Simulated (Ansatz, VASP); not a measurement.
**ZnS in VASP and in Ansatz**

File POSCAR:

```
ZnS
1.0
    0.0000000000      2.7375567091      2.7375567091
    2.7375567091      0.0000000000      2.7375567091
    2.7375567091      2.7375567091      0.0000000000
Zn S
1 1
Direct
    0.7500000000      0.7500000000      0.7500000000
    0.0000000000      0.0000000000      0.0000000000
```

INCAR.step1

```
PREC = Accurate
ENCUT = 520
ISMEAR = 0
SIGMA = 0.01
LREAL = F
LASPH = T
NELM = 100
NBANDS = 16
GGA = PE
ALGO = Normal
EDIFF = 1E-4
LWAVE = T
LCHARG = F
```

File INCAR.step2:

```
PREC = Accurate
ENCUT = 520
EDIFF = 1E-6
ISMEAR = 0
SIGMA = 0.01
LREAL = F
LASPH = T
NELM = 100
ALGO = Normal
ISIF = 2
LWAVE = F
LCHARG = F
METAGGA = R2SCAN
LMIXTAU = T
LUSE_VDW = T
IVDW_NL = 2
BPARAM = 11.95
CPARAM = 0.0093
NBANDS = 16
ISTART = 1
```

KPOINTS

```
regular mesh
0
Gamma
  9 9 9
```

input.yaml

```yaml
crystal:
  lattice:
    - [0.0, 2.7375567091, 2.7375567091]
    - [2.7375567091, 0.0, 2.7375567091]
    - [2.7375567091, 2.7375567091, 0.0]
  atoms:
    - { symbol: Zn, position: [0.75, 0.75, 0.75] }
    - { symbol: S, position: [0.0, 0.0, 0.0] }
hamiltonian:
  xc: r2scan
  pseudopotentials: { kind: paw, source: jth }
  dispersion: rvv10
kpoints:
  mp_grid: { grid: [9, 9, 9] }
scf:
  occupations: { method: fixed }
output:
  forces: true
  stress: true
  eigenvalues: true
```

Change from the starting cell: volume scaled by 1.04.

Alike in both runs: task single point; functional r2SCAN; dispersion rVV10; k mesh 9 × 9 × 9; no spin polarisation.

|  | VASP | Ansatz |
| --- | --- | --- |
| version | VASP 6.6.1 | Ansatz 0.2.0 |
| potentials or method | VASP PAW PBE potentials, release 64 (Zn, S) | JTH PAW |
| plane-wave cutoff (eV) | 520 | 1080 |
| occupations | gaussian, width 0.01 eV | fixed |
| valence electrons in the cell | 18 | 18 |

Ansatz gave:

```
gap on the k mesh at the Fermi level (eV) : 2.41
least direct gap on the mesh (eV)         : 2.41
pressure (GPa)                            : -4.2
```

Task: What did VASP give for the same quantities?

Result: gap on the k mesh at the Fermi level (eV): 2.44; least direct gap on the mesh (eV): 2.44; pressure (GPa): -4.1.

VASP's potentials were made for PBE, not for r2SCAN.

Noted on Ansatz's run: odd divisions of the mesh miss points on the zone boundary, where band edges often lie, so the gap on the mesh can be too wide.
